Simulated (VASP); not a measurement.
# TePt (R-3m) in VASP: further runs

Runs on TePt. Level: PBEsol. Tasks: single point.

All numbers are computed with VASP 6.6.1; they aren't measurements. Logs are shortened: lines on timing, memory, paths and dates and some standing lists are left out, and cuts for length are marked.

### Step 1. The cell of the first run

The structure is trigonal, space group R-3m (No. 166). Conventional cell: a = 4.015 Å, b = 4.015 Å, c = 20.246 Å, α = 90.00°, β = 90.00°, γ = 120.00°. Within 3.5 Å of Pt (site symmetry 3m) lie 3 Te at 2.63 Å and 3 Pt at 2.76 Å. Te (site symmetry 3m) has 3 Pt at 2.63 Å within 3.5 Å.

### Step 2. Single point, PBEsol

File INCAR:

```
PREC = Accurate
ENCUT = 520
EDIFF = 1E-6
ISMEAR = -1
SIGMA = 0.05
LREAL = F
LASPH = T
NELM = 100
ALGO = Normal
ISIF = 2
LWAVE = F
LCHARG = F
GGA = PS
NBANDS = 24
```

File KPOINTS:

```
Automatic mesh
0
Gamma
  8 8 8
```

File POSCAR:

```
TePt
1.0
    2.0076423551      1.1591128541      6.7486887082
   -2.0076423551      1.1591128541      6.7486887082
    0.0000000000     -2.3182257083      6.7486887082
Pt Te
2 2
Direct
    0.1296666667      0.1296666667      0.1296666667
    0.8703333333      0.8703333333      0.8703333333
    0.4020000000      0.4020000000      0.4020000000
    0.5980000000      0.5980000000      0.5980000000
```

Potentials or basis: VASP PAW PBE potentials, release 64 (Pt, Te).

The run is started by

```console
$ cat potpaw_PBE.64/Pt/POTCAR potpaw_PBE.64/Te/POTCAR > POTCAR
$ mpirun -np 1 vasp_std > vasp.out
```

OUTCAR:

```text
PREC = Accurate
   ENCUT = 520
   EDIFF = 1E-6
   ISMEAR = -1
   LREAL = F
   LASPH = T
   NELM = 100
   ISIF = 2
   GGA = PS

 ion  position               nearest neighbor table
   1  0.130  0.130  0.130-   3 2.63   3 2.63   3 2.63   2 2.76   2 2.76   2 2.76   4 3.58   4 3.58
                             4 3.58
   2  0.870  0.870  0.870-   4 2.63   4 2.63   4 2.63   1 2.76   1 2.76   1 2.76   3 3.58   3 3.58
                             3 3.58
   3  0.402  0.402  0.402-   1 2.63   1 2.63   1 2.63   2 3.58   2 3.58   2 3.58   4 3.62   4 3.62
                             4 3.62
   4  0.598  0.598  0.598-   2 2.63   2 2.63   2 2.63   1 3.58   1 3.58   1 3.58   3 3.62   3 3.62
                             3 3.62

  LATTYP: Found a trigonal (rhomboedric) cell.
 ALAT       =     7.1357529186
 COS(alpha) =     0.8416846276

  Lattice vectors:

 A1 = (   2.0076423551,   1.1591128541,   6.7486887082)
 A2 = (  -2.0076423551,   1.1591128541,   6.7486887082)
 A3 = (   0.0000000000,  -2.3182257083,   6.7486887082)

Analysis of symmetry for initial positions (statically):
=====================================================================
 Subroutine PRICEL returns:
 Original cell was already a primitive cell.

 Routine SETGRP: Setting up the symmetry group for a
 trigonal (rhombohedral) supercell.

 Subroutine GETGRP returns: Found 12 space group operations
 (whereof 12 operations were pure point group operations)
 out of a pool of 12 trial point group operations.

The static configuration has the point symmetry D_3d.

Analysis of symmetry for dynamics (positions and initial velocities):
=====================================================================
 Subroutine PRICEL returns:
 Original cell was already a primitive cell.

 Routine SETGRP: Setting up the symmetry group for a
 trigonal (rhombohedral) supercell.

 Subroutine GETGRP returns: Found 12 space group operations
 (whereof 12 operations were pure point group operations)
 out of a pool of 12 trial point group operations.

The dynamic configuration has the point symmetry D_3d.

 Subroutine INISYM returns: Found 12 space group operations
 (whereof 12 operations are pure point group operations),
 and found     1 'primitive' translations

----------------------------------------------------------------------------------------

                                     Primitive cell

  volume of cell :      94.2286

  direct lattice vectors                    reciprocal lattice vectors
     2.007642355  1.159112854  6.748688708     0.249048342  0.143788127  0.049392311
    -2.007642355  1.159112854  6.748688708    -0.249048342  0.143788127  0.049392311
     0.000000000 -2.318225708  6.748688708     0.000000000 -0.287576255  0.049392311

  length of vectors
     7.135752919  7.135752919  7.135752919     0.291787084  0.291787084  0.291787084

  position of ions in fractional coordinates (direct lattice)
     0.129666667  0.129666667  0.129666667
     0.870333333  0.870333333  0.870333333
     0.402000000  0.402000000  0.402000000
     0.598000000  0.598000000  0.598000000

  ion indices of the primitive-cell ions
   primitive index   ion index
                 1           1
                 2           2
                 3           3
                 4           4

----------------------------------------------------------------------------------------

 KPOINTS: Automatic mesh

Automatic generation of k-mesh.
 Grid dimensions read from file:
 generate k-points for:    8    8    8

 Generating k-lattice:

  Cartesian coordinates                     Fractional coordinates (reciprocal lattice)
     0.031131043  0.017973516  0.006174039     0.125000000  0.000000000 -0.000000000
    -0.031131043  0.017973516  0.006174039     0.000000000  0.125000000 -0.000000000
     0.000000000 -0.035947032  0.006174039     0.000000000  0.000000000  0.125000000

  Length of vectors
     0.036473386  0.036473386  0.036473386

  Shift w.r.t. Gamma in fractional coordinates (k-lattice)
     0.000000000  0.000000000  0.000000000

 Subroutine IBZKPT returns following result:
 ===========================================

 Found     65 irreducible k-points:

 Following reciprocal coordinates:
            Coordinates               Weight
  0.000000  0.000000  0.000000      1.000000
  0.125000  0.000000  0.000000      6.000000
  0.250000  0.000000  0.000000      6.000000
  0.375000  0.000000 -0.000000      6.000000
  0.500000  0.000000  0.000000      3.000000
  0.125000  0.125000  0.000000      6.000000
[... 16 lines left out ...]
  0.250000  0.125000  0.125000      6.000000
  0.375000  0.125000  0.125000      6.000000
 [... further k-points ...]
   k-points           NKPTS =     65   k-points in BZ     NKDIM =     65   number of bands    NBANDS=     24
   number of dos      NEDOS =    301   number of ions     NIONS =      4
   total plane-waves  NPLWV = 157464
   dimension x,y,z NGX =    54 NGY =   54 NGZ =   54
   dimension x,y,z NGXF=   108 NGYF=  108 NGZF=  108
   ions per type =               2   2
   NGX,Y,Z   is equivalent  to a cutoff of  12.58, 12.58, 12.58 a.u.
   NGXF,Y,Z  is equivalent  to a cutoff of  25.16, 25.16, 25.16 a.u.
 SYSTEM =  unknown system
   PREC   = accura    normal or accurate (medium, high low for compatibility)
   ISTART =      0    job   : 0-new  1-cont  2-samecut
   ICHARG =      2    charge: 1-file 2-atom 10-const
   ISPIN  =      1    spin polarized calculation?
   LNONCOLLINEAR =      F non collinear calculations
   LSORBIT =      F    spin-orbit coupling
   LASPH  =      T    aspherical Exc in radial PAW
   ENCUT  =  520.0 eV  38.22 Ry    6.18 a.u.  13.27 13.27 13.27*2*pi/ulx,y,z
   NELM   =    100;   NELMIN=  2; NELMDL= -5     # of ELM steps
   EDIFF  = 0.1E-05   stopping-criterion for ELM
   LREAL  =      F    real-space projection
   EDIFFG = 0.1E-04   stopping-criterion for IOM
   NSW    =      0    number of steps for IOM
   IBRION =     -1    ionic relax: 0-MD 1-quasi-New 2-CG
   NFREE  =      0    steps in history (QN), initial steepest desc. (CG)
   ISIF   =      2    stress and relaxation
   ISYM   =      2    0-nonsym 1-usesym 2-fastsym
   POTIM  = 0.5000    time-step for ionic-motion
   TEBEG  =    0.0;   TEEND  =   0.0 temperature during run
   PSTRESS=    0.0 pullay stress
   NELECT =      32.0000    total number of electrons
   NUPDOWN=      -1.0000    fix difference up-down
   EMIN   =  10.00;   EMAX   =-10.00  energy-range for DOS
   EFERMI =   0.00;   METHOD = LEGACY
   ISMEAR =    -1;   SIGMA  =   0.05  broadening in eV -4-tet -1-fermi 0-gaus
   EFERMI_NEDOS =   21; number of points for ismear=-14 and -15
   IALGO  =     38    algorithm
   IMIX   =      4    mixing-type and parameters
     AMIX     =   0.40;   BMIX     =  1.00
     AMIX_MAG =   1.60;   BMIX_MAG =  1.00
  volume/ion in A,a.u.               =      23.56       158.97
  Fermi-wavevector in a.u.,A,eV,Ry     =   1.142170  2.158388 17.749498  1.304551
  Thomas-Fermi vector in A             =   2.278868
   LORBIT       =      0    0 simple, 1 ext, 2 COOP (PROOUT), +10 PAW based schemes
   GGA     = PS    functional components
   LHFCALC =     F    Hartree Fock is set to
   AEXX    =    0.0000 exact exchange contribution
   IVDW    =     0    specifies the selected vdW correction
   LEPSILON=     F    determine dielectric tensor
   LRPA    =     F    only Hartree local field effects (RPA)
 non-spin polarized calculation
  energy-cutoff  :      520.00
  volume of cell :       94.23
 maximum number of plane-waves:      2576
 NGX is ok and might be reduce to    54
   NGX = 27   NGY = 27   NGZ = 27

 number of electron      32.0000002 magnetization

 Free energy of the ion-electron system (eV)
  ---------------------------------------------------
  ext. energy  EPLUGINS =         0.00000000
  ---------------------------------------------------
  free energy    TOTEN  =       -22.29613408 eV

  energy without entropy =      -22.27811288  energy(sigma->0) =      -22.28712348

 E-fermi :   7.7201     XC(G=0): -10.8486

 val. band max:        7.6927569327   @ k =   0.5000   0.2500   0.1250
 cond. band min:       7.7337282795   @ k =   0.3750   0.1250   0.0000
 fundamental gap:      0.0409713468
 Fermi energy:         7.7201422927

 k-point     1 :       0.0000    0.0000    0.0000
  band No.  band energies     occupation
      1      -5.3515      2.00000
      2      -3.9192      2.00000
      3       1.1728      2.00000
      4       2.4794      2.00000
      5       2.4794      2.00000
      6       3.1415      2.00000
[... 16 lines left out ...]
     23      13.9527      0.00000
     24      15.5877      0.00000

 k-point     2 :       0.1250    0.0000    0.0000
  band No.  band energies     occupation
      1      -5.2018      2.00000
      2      -3.8650      2.00000
      3       1.3307      2.00000
      4       2.5129      2.00000
      5       2.5485      2.00000
      6       2.9175      2.00000
[... 16 lines left out ...]
     23      14.3448      0.00000
     24      14.8394      0.00000

 k-point     3 :       0.2500    0.0000    0.0000
  band No.  band energies     occupation
      1      -4.8017      2.00000
      2      -3.7171      2.00000
      3       1.6026      2.00000
      4       2.1206      2.00000
      5       2.6421      2.00000
      6       3.0858      2.00000
[... 16 lines left out ...]
     23      15.1239      0.00000
     24      15.5427      0.00000
[... 514 lines left out ...]
 k-point    23 :       0.2500    0.1250    0.1250
  band No.  band energies     occupation
      1      -5.1403      2.00000
      2      -3.9789      2.00000
      3       1.5116      2.00000
      4       2.4979      2.00000
      5       2.5564      2.00000
      6       2.9055      2.00000
[... 16 lines left out ...]
     23      14.0293      0.00000
     24      14.7680      0.00000

 k-point    24 :       0.3750    0.1250    0.1250
  band No.  band energies     occupation
      1      -4.7358      2.00000
      2      -3.8212      2.00000
      3       1.6432      2.00000
      4       2.1097      2.00000
      5       2.6108      2.00000
      6       3.2381      2.00000
[... 16 lines left out ...]
     23      14.7750      0.00000
     24      15.4079      0.00000

 [... further k-points ...]

------------------------ aborting loop because EDIFF is reached ----------------------------------------

  FORCE on cell =-STRESS in cart. coord.  units (eV):
  Direction    XX          YY          ZZ          XY          YZ          ZX
  --------------------------------------------------------------------------------------
  -------------------------------------------------------------------------------------
  Total       -3.1883416     -3.1883416     -2.5787558      0.0000000      0.0000000     -0.0000000
  in kB      -54.2116604    -54.2116604    -43.8468181      0.0000000      0.0000000     -0.0000000
  external PRESSURE =     -50.7567130 kB  Pullay stress =       0.0000000 kB

 VOLUME and BASIS-vectors are now :
 -----------------------------------------------------------------------------
  energy-cutoff  :      520.00
  volume of cell :       94.23
      direct lattice vectors                 reciprocal lattice vectors
     2.007642355  1.159112854  6.748688708     0.249048342  0.143788127  0.049392311
    -2.007642355  1.159112854  6.748688708    -0.249048342  0.143788127  0.049392311
     0.000000000 -2.318225708  6.748688708     0.000000000 -0.287576255  0.049392311

 POSITION                                       TOTAL-FORCE (eV/Angst)
 -----------------------------------------------------------------------------------
      0.00000     -0.00000      2.62524         0.000000     -0.000000      0.166024
      0.00000     -0.00000     17.62083         0.000000      0.000000     -0.166024
      0.00000     -0.00000      8.13892         0.000000     -0.000000      0.369600
      0.00000     -0.00000     12.10715         0.000000      0.000000     -0.369600
 -----------------------------------------------------------------------------------
    total drift:                                0.000000     -0.000000      0.000000

  FREE ENERGIE OF THE ION-ELECTRON SYSTEM (eV)
  ---------------------------------------------------
  free  energy   TOTEN  =       -22.2961340801 eV

  energy  without entropy=      -22.2781128770  energy(sigma->0) =      -22.28712348
```

It took 6.6 min on 1 thread of Intel Xeon 6975P-C (Granite Rapids), shared host; peak memory 0.44 GiB.

What came out:

* Free energy: -22.2961 eV
* Pressure: -5.1 GPa
* Largest force: 0.370 eV/Å
* Band gap on the k mesh: zero (band 16 reaches 8.99 eV, above the bottom of band 17 at 6.57 eV)

Forces in eV/Å, atoms in the order of the input:
```
Pt   0.000  0.000  0.166
Pt   0.000  0.000 -0.166
Te   0.000  0.000  0.370
Te   0.000  0.000 -0.370
```

Caveat: the PAW data sets were made with another functional, which shifts forces and pressure a little; spin-orbit coupling is left out, which moves the levels of the heavy elements.

### Step 3. Single point, PBEsol

This run uses another cell than the first one, of 24.01 Å³/atom, 1.019 times its volume.

File INCAR:

```
SYSTEM = TePt
ALGO = Normal
EDIFF = 1E-7
ENCUT = 520
GGA = PS
ISIF = 2
ISMEAR = -1
LASPH = .True.
LCHARG = .True.
LELF = .True.
LREAL = .False.
LVHAR = .True.
LWAVE = .False.
NBANDS = 24
NELM = 60
PREC = Accurate
SIGMA = 0.05
```

File KPOINTS:

```
k-points
0
Gamma
  8 8 8
  0 0 0
```

File POSCAR:

```
TePt
1.0
    2.0204302308      1.1664959376      6.7916751456
   -2.0204302308      1.1664959376      6.7916751456
    0.0000000000     -2.3329918752      6.7916751456
Pt Te
2 2
Direct
    0.1296666667      0.1296666667      0.1296666667
    0.8703333333      0.8703333333      0.8703333333
    0.4020000000      0.4020000000      0.4020000000
    0.5980000000      0.5980000000      0.5980000000
```

Potentials or basis: VASP PAW PBE potentials, release 64 (Pt, Te).

The run is started by

```console
$ cat potpaw_PBE.64/Pt/POTCAR potpaw_PBE.64/Te/POTCAR > POTCAR
$ mpirun -np 1 vasp_std > vasp.out
```

It took 5.8 min on 1 thread of Intel Xeon 6975P-C (Granite Rapids), shared host; peak memory 0.45 GiB.

Results (log left out):

```yaml
Free_energy: -22.2279 eV
Pressure: -7.0 GPa
Largest_force: 0.565 eV/Å
Band_gap_on_the_k_mesh: zero (band 16 reaches 8.67 eV, above the bottom of band 17 at 6.30 eV)
```

Forces on the atoms (eV/Å):
```
Pt   0.000  0.000  0.152
Pt   0.000  0.000 -0.152
Te   0.000  0.000  0.565
Te   0.000  0.000 -0.565
```

Stress tensor (GPa, compression positive):
```
-7.54  0.00  0.00
 0.00 -7.54  0.00
 0.00  0.00 -5.94
```

Levels at points of the mesh, in eV from the Fermi level:
```csv
k point,band 13,band 14,band 15,band 16,band 17,band 18,band 19,band 20
"(0.00, 0.00, 0.00)",-1.63,0.63,0.63,0.69,1.10,2.61,2.61,4.48
"(0.50, 0.00, 0.00)",-2.32,-1.83,-1.72,-0.96,0.31,1.26,1.89,3.49
"(0.50, 0.50, 0.00)",-2.31,-1.70,-1.60,-1.20,-1.15,2.31,3.56,4.60
"(0.50, 0.50, 0.50)",-1.61,-1.50,1.14,1.14,1.82,1.82,3.26,4.22
```

Caveat: the PAW data sets were made with another functional, which shifts forces and pressure a little; spin-orbit coupling is left out, which moves the levels of the heavy elements.
